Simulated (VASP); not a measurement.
# Ti (P6/mmm) in VASP: notebook

The runs below take Ti through relaxation of cell and atoms, with PBEsol.

All numbers are computed with VASP 6.6.1; they aren't measurements. Logs are shortened: lines on timing, memory, paths and dates and some standing lists are left out, and cuts for length are marked.

### 1 The cell of the first run

Symmetry: P6/mmm, No. 191, hexagonal system. Conventional cell: a = 2.688 Å, b = 2.688 Å, c = 2.687 Å, α = 90.00°, β = 90.00°, γ = 120.00°. Within 3.5 Å of Ti (site symmetry 6/mmm) lie 8 Ti at 2.69 Å.

This isn't the form of Ti at room conditions, which is hcp.

### 2 Relaxation of cell and atoms, PBEsol, target pressure 0.59 GPa, at which the enthalpy is minimised

INCAR reads:

```
PREC     = Accurate       # precision mode
ENCUT    = 600            # plane-wave cutoff, eV
EDIFF    = 1E-6           # SCF threshold, eV
ISMEAR   = -1             # smearing method
SIGMA    = 0.08           # smearing width, eV
LREAL    = False          # projectors in reciprocal space
LASPH    = True           # aspherical terms in the spheres
NELM     = 80             # most SCF steps
ALGO     = Normal         # electronic algorithm
ISIF     = 3              # what is computed and relaxed
LWAVE    = False          # write WAVECAR
LCHARG   = False          # write CHGCAR
GGA      = PS             # functional
IBRION   = 2              # ionic algorithm
NSW      = 32             # ionic steps
EDIFFG   = -0.005         # ionic threshold
PSTRESS  = 5.8999999999999995
```

KPOINTS reads:

```
Automatic mesh
0
Gamma
  16 16 15
```

POSCAR reads:

```
Ti
1.0
    2.6880879235      0.0000000000      0.0000000000
   -1.3440439617      2.3279524293      0.0000000000
    0.0000000000      0.0000000000      2.6868132793
Ti
1
Direct
    0.0000000000      0.0000000000      0.0000000000
```

Potentials or basis: VASP PAW PBE potentials, release 64 (Ti_sv).

The run is started by

```console
$ cat potpaw_PBE.64/Ti_sv/POTCAR > POTCAR
$ mpirun -np 1 vasp_std > vasp.out
```

OUTCAR:

```text
PREC = Accurate
   ENCUT = 600
   EDIFF = 1E-6
   ISMEAR = -1
   LREAL = False
   LASPH = True
   NELM = 80
   ISIF = 3
   GGA = PS
   IBRION = 2
   NSW = 32
   EDIFFG = -0.005
   PSTRESS = 5.8999999999999995

 ion  position               nearest neighbor table
   1  0.000  0.000  0.000-

  LATTYP: Found a hexagonal cell.
 ALAT       =     2.6880879235
 C/A-ratio  =     0.9995258175

  Lattice vectors:

 A1 = (   2.6880879235,   0.0000000000,   0.0000000000)
 A2 = (  -1.3440439617,   2.3279524293,   0.0000000000)
 A3 = (   0.0000000000,   0.0000000000,   2.6868132793)

Analysis of symmetry for initial positions (statically):
=====================================================================
 Subroutine PRICEL returns:
 Original cell was already a primitive cell.

 Routine SETGRP: Setting up the symmetry group for a
 hexagonal supercell.

 Subroutine GETGRP returns: Found 24 space group operations
 (whereof 24 operations were pure point group operations)
 out of a pool of 24 trial point group operations.

The static configuration has the point symmetry D_6h.

Analysis of symmetry for dynamics (positions and initial velocities):
=====================================================================
 Subroutine PRICEL returns:
 Original cell was already a primitive cell.

 Routine SETGRP: Setting up the symmetry group for a
 hexagonal supercell.

 Subroutine GETGRP returns: Found 24 space group operations
 (whereof 24 operations were pure point group operations)
 out of a pool of 24 trial point group operations.

The dynamic configuration has the point symmetry D_6h.

 Subroutine INISYM returns: Found 24 space group operations
 (whereof 24 operations are pure point group operations),
 and found     1 'primitive' translations

----------------------------------------------------------------------------------------

                                     Primitive cell

  volume of cell :      16.8134

  direct lattice vectors                    reciprocal lattice vectors
     2.688087923  0.000000000  0.000000000     0.372011641  0.214781021  0.000000000
    -1.344043962  2.327952429  0.000000000     0.000000000  0.429562042  0.000000000
     0.000000000  0.000000000  2.686813279     0.000000000  0.000000000  0.372188126

  length of vectors
     2.688087923  2.688087923  2.686813279     0.429562042  0.429562042  0.372188126

  position of ions in fractional coordinates (direct lattice)
     0.000000000  0.000000000  0.000000000

  ion indices of the primitive-cell ions
   primitive index   ion index
                 1           1

----------------------------------------------------------------------------------------

 KPOINTS: Automatic mesh

Automatic generation of k-mesh.
 Grid dimensions read from file:
 generate k-points for:   16   16   15

 Generating k-lattice:

  Cartesian coordinates                     Fractional coordinates (reciprocal lattice)
     0.023250728  0.013423814  0.000000000     0.062500000  0.000000000  0.000000000
     0.000000000  0.026847628  0.000000000     0.000000000  0.062500000  0.000000000
     0.000000000  0.000000000  0.024812542     0.000000000  0.000000000  0.066666667

  Length of vectors
     0.026847628  0.026847628  0.024812542

  Shift w.r.t. Gamma in fractional coordinates (k-lattice)
     0.000000000  0.000000000  0.000000000

 Subroutine IBZKPT returns following result:
 ===========================================

 Found    240 irreducible k-points:

 Following reciprocal coordinates:
            Coordinates               Weight
  0.000000  0.000000  0.000000      1.000000
  0.062500 -0.000000  0.000000      6.000000
  0.125000 -0.000000  0.000000      6.000000
  0.187500 -0.000000  0.000000      6.000000
  0.250000 -0.000000  0.000000      6.000000
  0.312500 -0.000000  0.000000      6.000000
[... 16 lines left out ...]
  0.187500  0.187500  0.000000      6.000000
  0.250000  0.187500  0.000000     12.000000
 [... further k-points ...]
   k-points           NKPTS =    240   k-points in BZ     NKDIM =    240   number of bands    NBANDS=     10
   number of dos      NEDOS =    301   number of ions     NIONS =      1
   total plane-waves  NPLWV =  13824
   dimension x,y,z NGX =    24 NGY =   24 NGZ =   24
   dimension x,y,z NGXF=    48 NGYF=   48 NGZF=   48
   ions per type =               1
   NGX,Y,Z   is equivalent  to a cutoff of  14.84, 14.84, 14.85 a.u.
   NGXF,Y,Z  is equivalent  to a cutoff of  29.69, 29.69, 29.70 a.u.
 SYSTEM =  unknown system
   PREC   = accura    normal or accurate (medium, high low for compatibility)
   ISTART =      0    job   : 0-new  1-cont  2-samecut
   ICHARG =      2    charge: 1-file 2-atom 10-const
   ISPIN  =      1    spin polarized calculation?
   LNONCOLLINEAR =      F non collinear calculations
   LSORBIT =      F    spin-orbit coupling
   LASPH  =      T    aspherical Exc in radial PAW
   ENCUT  =  600.0 eV  44.10 Ry    6.64 a.u.   5.37  5.37  5.37*2*pi/ulx,y,z
   NELM   =     80;   NELMIN=  2; NELMDL= -5     # of ELM steps
   EDIFF  = 0.1E-05   stopping-criterion for ELM
   LREAL  =      F    real-space projection
   EDIFFG = -.5E-02   stopping-criterion for IOM
   NSW    =     32    number of steps for IOM
   IBRION =      2    ionic relax: 0-MD 1-quasi-New 2-CG
   NFREE  =      1    steps in history (QN), initial steepest desc. (CG)
   ISIF   =      3    stress and relaxation
   ISYM   =      2    0-nonsym 1-usesym 2-fastsym
   POTIM  = 0.5000    time-step for ionic-motion
   TEBEG  =    0.0;   TEEND  =   0.0 temperature during run
   PSTRESS=    5.9 pullay stress
   NELECT =      12.0000    total number of electrons
   NUPDOWN=      -1.0000    fix difference up-down
   EMIN   =  10.00;   EMAX   =-10.00  energy-range for DOS
   EFERMI =   0.00;   METHOD = LEGACY
   ISMEAR =    -1;   SIGMA  =   0.08  broadening in eV -4-tet -1-fermi 0-gaus
   EFERMI_NEDOS =   21; number of points for ismear=-14 and -15
   IALGO  =     38    algorithm
   IMIX   =      4    mixing-type and parameters
     AMIX     =   0.40;   BMIX     =  1.00
     AMIX_MAG =   1.60;   BMIX_MAG =  1.00
  volume/ion in A,a.u.               =      16.81       113.46
  Fermi-wavevector in a.u.,A,eV,Ry     =   1.463020  2.764707 29.122280  2.140427
  Thomas-Fermi vector in A             =   2.579164
   LORBIT       =      0    0 simple, 1 ext, 2 COOP (PROOUT), +10 PAW based schemes
   GGA     = PS    functional components
   LHFCALC =     F    Hartree Fock is set to
   AEXX    =    0.0000 exact exchange contribution
   IVDW    =     0    specifies the selected vdW correction
   LEPSILON=     F    determine dielectric tensor
   LRPA    =     F    only Hartree local field effects (RPA)
 conjugate gradient relaxation of ions
 non-spin polarized calculation
  energy-cutoff  :      600.00
  volume of cell :       16.81
 maximum number of plane-waves:       581
 NGX is ok and might be reduce to    24
   NGX = 11   NGY = 11   NGZ = 11

--------------------------------------- Ionic step        1  -------------------------------------------

 number of electron      12.0000001 magnetization

 Free energy of the ion-electron system (eV)
  ---------------------------------------------------
  ext. energy  EPLUGINS =         0.00000000
  ---------------------------------------------------
  free energy    TOTEN  =        -7.99787323 eV

  energy without entropy =       -7.97834469  energy(sigma->0) =       -7.98810896

------------------------ aborting loop because EDIFF is reached ----------------------------------------

  FORCE on cell =-STRESS in cart. coord.  units (eV):
  Direction    XX          YY          ZZ          XY          YZ          ZX
  --------------------------------------------------------------------------------------
  -------------------------------------------------------------------------------------
  Total        0.0318903      0.0318903      0.0366840      0.0000000     -0.0000000      0.0000000
  in kB        3.0388883      3.0388883      3.4956823      0.0000000     -0.0000000      0.0000000
  external PRESSURE =      -2.7088471 kB  Pullay stress =       5.9000000 kB
[... 281 lines left out ...]
  enthalpy is  TOTEN    =        -7.9359867316 eV   P V=        0.0618005009

--------------------------------------- Ionic step        9  -------------------------------------------

 number of electron      12.0000000 magnetization

 Free energy of the ion-electron system (eV)
  ---------------------------------------------------
  ext. energy  EPLUGINS =         0.00000000
  ---------------------------------------------------
  free energy    TOTEN  =        -7.99775403 eV

  energy without entropy =       -7.97831723  energy(sigma->0) =       -7.98803563

 E-fermi :   8.2686     XC(G=0): -11.7476

 val. band max:        8.2432467588   @ k =   0.2500   0.2500   0.4000
 cond. band min:       8.2758608008   @ k =   0.2500   0.1875   0.0000
 fundamental gap:      0.0326140421
 Fermi energy:         8.2685871858

 k-point     1 :       0.0000    0.0000    0.0000
  band No.  band energies     occupation
      1     -47.9947      2.00000
      2     -23.9629      2.00000
      3     -23.7191      2.00000
      4     -23.7191      2.00000
      5       2.3927      2.00000
      6       6.9087      2.00000
      7       9.4648      0.00000
      8       9.4648      0.00000
      9      12.4163      0.00000
     10      12.4163      0.00000
[... 287 lines left out ...]
 k-point    24 :       0.2500    0.1875    0.0000
  band No.  band energies     occupation
      1     -47.8118      2.00000
      2     -24.5461      2.00000
      3     -24.0642      2.00000
      4     -23.8472      2.00000
      5       6.1453      2.00000
      6       7.5116      1.99984
      7       8.2759      0.95457
      8      10.5517      0.00000
      9      11.6927      0.00000
     10      12.8730      0.00000

 [... further k-points ...]
[... 5 lines left out ...]
  --------------------------------------------------------------------------------------
  -------------------------------------------------------------------------------------
  Total        0.0599894      0.0599894      0.0605818      0.0000000      0.0000000     -0.0000000
  in kB        5.7303308      5.7303308      5.7869183      0.0000000      0.0000000     -0.0000000
  external PRESSURE =      -0.1508067 kB  Pullay stress =       5.9000000 kB
[... 16 lines left out ...]
  FREE ENERGIE OF THE ION-ELECTRON SYSTEM (eV)
  ---------------------------------------------------
  free  energy   TOTEN  =        -7.9977540278 eV

  energy  without entropy=       -7.9783172272  energy(sigma->0) =       -7.98803563

  enthalpy is  TOTEN    =        -7.9359883836 eV   P V=        0.0617656442

 reached required accuracy - stopping structural energy minimisation
```

Run time: 3.1 min. Hardware: 1 thread of Intel Xeon 8259CL, shared host; peak memory 0.19 GiB.

Results:

```yaml
Free_energy: -7.9978 eV
Relaxed_volume: 16.77 Å³/atom
Relaxed_cell: a = 2.686 Å, b = 2.686 Å, c = 2.685 Å, α = 90.00°, β = 90.00°, γ = 120.00°
Space_group_after_relaxing_to_0.1_Å: P6/mmm (No. 191)
Energy_change_on_relaxing_the_run_minimises_the_enthalpy: +0.1 meV/atom
Ionic_steps: 9
Pressure_after_relaxing: 0.6 GPa
Band_gap_on_the_k_mesh: zero (bands 6 and 7 overlap by 0.59 eV)
```

Step by step:
| step | energy change (eV) | largest force (eV/Å) | pressure (GPa) | volume (Å³) |
| --- | --- | --- | --- | --- |
| 1 | 0.0000 | 0.0000 | 0.32 | 16.81 |
| 2 | 0.0002 | 0.0000 | 0.78 | 16.74 |
| 3 | 0.0001 | 0.0000 | 0.65 | 16.78 |
| 4 | 0.0001 | 0.0000 | 0.64 | 16.78 |
| 5 | 0.0000 | 0.0000 | 0.48 | 16.80 |
| 6 | 0.0001 | 0.0000 | 0.49 | 16.79 |
| 7 | 0.0001 | 0.0000 | 0.50 | 16.78 |
| 8 | 0.0001 | 0.0000 | 0.48 | 16.78 |
| 9 | 0.0001 | 0.0000 | 0.57 | 16.77 |

Final structure:
```cif
data_structure
_symmetry_space_group_name_H-M 'P 1'
_symmetry_Int_Tables_number 1
_cell_length_a 2.6858
_cell_length_b 2.6858
_cell_length_c 2.6848
_cell_angle_alpha 90.000
_cell_angle_beta 90.000
_cell_angle_gamma 120.000
_cell_volume 16.77
loop_
_atom_site_label
_atom_site_type_symbol
_atom_site_fract_x
_atom_site_fract_y
_atom_site_fract_z
_atom_site_occupancy
Ti1 Ti 0.00000 0.00000 0.00000 1
```

Caveat: the cell is relaxed towards a set pressure, so the run minimises the enthalpy, not the energy; the PAW data sets were made with another functional, which shifts forces and pressure a little.

### 3 Relaxation of cell and atoms, PBEsol, target pressure 0.59 GPa, at which the enthalpy is minimised

This run uses another cell than the first one, of 17.28 Å³/atom.

INCAR reads:

```
PREC = Accurate
ENCUT = 600
EDIFF = 1E-7
ISMEAR = -1
SIGMA = 0.08
LREAL = False
LASPH = True
NELM = 80
ALGO = Normal
ISIF = 3
LWAVE = False
LCHARG = False
GGA = PS
IBRION = 2
NSW = 60
EDIFFG = -0.005
PSTRESS = 5.8999999999999995
```

KPOINTS reads:

```
regular mesh
0
Gamma
  16 16 15
```

POSCAR reads:

```
Ti
1.0
    2.7687316836      0.0000000000      0.0000000000
   -1.3843658418      2.3977919742      0.0000000000
    0.0000000000      0.0000000000      2.6026077825
Ti
1
Direct
    0.0000000000      0.0000000000      0.0000000000
```

Potentials or basis: VASP PAW PBE potentials, release 64 (Ti_sv).

The run is started by

```console
$ cat potpaw_PBE.64/Ti_sv/POTCAR > POTCAR
$ mpirun -np 1 vasp_std > vasp.out
```

Wall time 4.4 min (1 thread of Intel Xeon 8259CL, shared host); peak memory 0.2 GiB.

Results (log left out):

```
Free energy                                                : -7.9980 eV
Relaxed volume                                             : 16.77 Å³/atom
Relaxed cell                                               : a = 2.686 Å, b = 2.686 Å, c = 2.685 Å, α = 90.00°, β = 90.00°, γ = 120.00°
Space group after relaxing (to 0.1 Å)                      : P6/mmm (No. 191)
Energy change on relaxing (the run minimises the enthalpy) : -23.8 meV/atom
Ionic steps                                                : 12
Pressure after relaxing                                    : 0.6 GPa
Band gap on the k mesh                                     : zero (bands 6 and 7 overlap by 0.59 eV)
```

Step by step:
| step | energy change (eV) | largest force (eV/Å) | pressure (GPa) | volume (Å³) |
| --- | --- | --- | --- | --- |
| 1 | 0.0000 | 0.0000 | -2.54 | 17.28 |
| 2 | -0.0173 | 0.0000 | 2.60 | 16.44 |
| 3 | -0.0172 | 0.0000 | 2.65 | 16.43 |
| 4 | -0.0226 | 0.0000 | 1.26 | 16.68 |
| 5 | -0.0227 | 0.0000 | 1.50 | 16.63 |
| 6 | -0.0239 | 0.0000 | 0.18 | 16.84 |
| 7 | -0.0237 | 0.0000 | 0.60 | 16.77 |
| 8 | -0.0237 | 0.0000 | 0.62 | 16.77 |
| 9 | -0.0238 | 0.0000 | 0.66 | 16.77 |
| 10 | -0.0238 | 0.0000 | 0.57 | 16.78 |
| 11 | -0.0238 | 0.0000 | 0.58 | 16.77 |
| 12 | -0.0238 | 0.0000 | 0.58 | 16.77 |

Final structure:
```
CELL_PARAMETERS angstrom
2.68560 0.00000 0.00000
-1.34280 2.32580 0.00000
0.00000 0.00000 2.68532
ATOMIC_POSITIONS crystal
Ti 0.00000 0.00000 0.00000
```

Levels at points of the mesh, in eV from the Fermi level:
```csv
k point,band 3,band 4,band 5,band 6,band 7,band 8,band 9,band 10
"(0.00, 0.00, 0.00)",-31.99,-31.99,-5.88,-1.36,1.20,1.20,4.15,4.15
"(0.50, 0.00, 0.00)",-32.23,-32.10,-2.52,-0.36,1.15,1.82,3.69,4.69
```

Caveat: the cell is relaxed towards a set pressure, so the run minimises the enthalpy, not the energy; the PAW data sets were made with another functional, which shifts forces and pressure a little.

(Continued in part 2 of 2.)

The gap in the log of VASP goes by the Fermi energy; the results here count the filled bands.